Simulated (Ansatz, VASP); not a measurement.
# Hf: VASP beside Ansatz

Contents of INCAR:

```
PREC = Accurate
ENCUT = 520
EDIFF = 1E-6
ISMEAR = 1
SIGMA = 0.1
LREAL = F
LASPH = T
NELM = 100
ALGO = Normal
ISIF = 2
LWAVE = F
LCHARG = F
GGA = PE
NBANDS = 17
```

KPOINTS

```
regular mesh
0
Gamma
  11 11 6
```

Contents of POSCAR:

```
Hf
1.0
    3.2045059552      0.0000000000      0.0000000000
   -1.6022529776      2.7751835638      0.0000000000
    0.0000000000      0.0000000000      5.0738215932
Hf
2
Direct
    0.3333333333      0.6666666667      0.2500000000
    0.6666666667      0.3333333333      0.7500000000
```

Input for Ansatz:

```yaml
crystal:
  lattice:
    - [3.2045059552, 0.0, 0.0]
    - [-1.6022529776, 2.7751835638, 0.0]
    - [0.0, 0.0, 5.0738215932]
  atoms:
    - { symbol: Hf, position: [0.3333333333, 0.6666666667, 0.25] }
    - { symbol: Hf, position: [0.6666666667, 0.3333333333, 0.75] }
hamiltonian:
  xc: pbe
  pseudopotentials:
    kind: paw
    azcp:
      Hf: "pseudopotentials/Hf.paw.azcp"
basis:
  ecutwfc: 420
  fft_grid_basis: typed
kpoints:
  mp_grid: { grid: [11, 11, 6], shift: [0, 0, 0] }
magnetization:
  spin_polarized: false
scf:
  occupations: { method: methfessel_paxton, width: 0.1 }
  lower_state_search: "off"
output:
  stress: true
```

Alike in both runs: task single point; functional PBE; k mesh 11 × 11 × 6; occupations methfessel-paxton of order 1, width 0.1 eV; no spin polarisation.

```csv
,VASP,Ansatz
version,VASP 6.6.1,Ansatz 0.2.0
potentials or method,"VASP PAW PBE potentials, release 64 (Hf_pv), cutoff 520 eV","plane waves (420 eV) with PAW, scalar-relativistic"
valence electrons in the cell,20,52
```

```tsv
	VASP	Ansatz	Ansatz less VASP
pressure (GPa)	-0.3	0.1	+0.44
traceless stress, the component that is largest in VASP (GPa)	0.08	0.15	+0.070
```

The functional is the same, so the differences come from potentials, cutoffs and numerics. VASP's potentials hold 20 valence electrons a cell and Ansatz's 52, so a difference there can come from the potentials and not from the codes.

Spin-orbit coupling is off throughout.
